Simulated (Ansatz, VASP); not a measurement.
# BaTiO3: VASP beside Ansatz

```
Ba Ti O
1.0
     3.99980    0.00000    0.00000
     0.00000    3.99980    0.00000
     0.00000    0.00000    4.01800
Ba Ti O
1 1 3
Direct
  0.00000 0.00000 0.00000
  0.50000 0.50000 0.49000
  0.50000 0.50000 0.01900
  0.50000 0.00000 0.51700
  0.00000 0.50000 0.51700
```

Alike in both runs: task relaxation of cell and atoms; functional PBE; dispersion D3(BJ); k mesh 6 × 6 × 6; no spin polarisation.

```csv
,VASP,Ansatz
version,VASP 6.6.1,Ansatz 0.2.0
potentials or method,"VASP PAW PBE potentials, release 64 (Ba_sv, Ti_sv, O), cutoff 600 eV","plane waves, PAW"
occupations,"gaussian, width 0.01 eV",fixed
valence electrons in the cell,40,40
```

Ansatz gave:

| Quantity | Value |
| --- | --- |
| relaxed volume (Å³/atom) | 12.92 |
| relaxed cell length with the largest relative difference (Å) | 4.093 |

Task: What did VASP give for the same quantities?

Result: Relaxed volume (Å³/atom): 13.06; relaxed cell length with the largest relative difference (Å): 4.111.

Spin-orbit coupling is off throughout.
